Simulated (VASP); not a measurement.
A run of VASP 6.6.1 is set up as follows.

The input INCAR:

```
PREC = Accurate
ENCUT = 520
EDIFF = 1E-6
ISMEAR = 0
SIGMA = 0.1
LREAL = F
LASPH = T
NELM = 80
ALGO = Fast
ISIF = 2
LWAVE = F
LCHARG = T
GGA = PS
LELF = T
LVHAR = T
NBANDS = 11
```

Contents of KPOINTS:

```
Automatic mesh
0
Gamma
  14 14 14
```

POSCAR

```
Hf
1.0
    0.0214230000      2.2585614000      2.3155932000
    2.2668198000     -0.0059718000      2.3429880000
    2.2916616000      2.3107980000     -0.0308136000
Hf
1
Direct
    0.0000000000      0.0000000000      0.0000000000
```

Potentials or basis: VASP PAW PBE potentials, release 64 (Hf_pv).

Launch:

```console
$ cat potpaw_PBE.64/Hf_pv/POTCAR > POTCAR
$ mpirun -np 1 vasp_std > vasp.out
```

Problem. What does it give for the band gap on the k mesh?

Solution. Zero (band 5 reaches 5.14 eV, above the bottom of band 6 at 3.45 eV).

Problem. Estimate the pressure.

Solution. -10.9 GPa.

Stress tensor (GPa, compression positive):
```
-10.25  -1.11   0.04
 -1.11 -10.57   1.26
  0.04   1.26 -12.03
```

Caveat: the cell differs from its parent crystal (the cell strained at random); the PAW data sets were made with another functional, which shifts forces and pressure a little; spin-orbit coupling is left out, which moves the levels of the heavy elements.
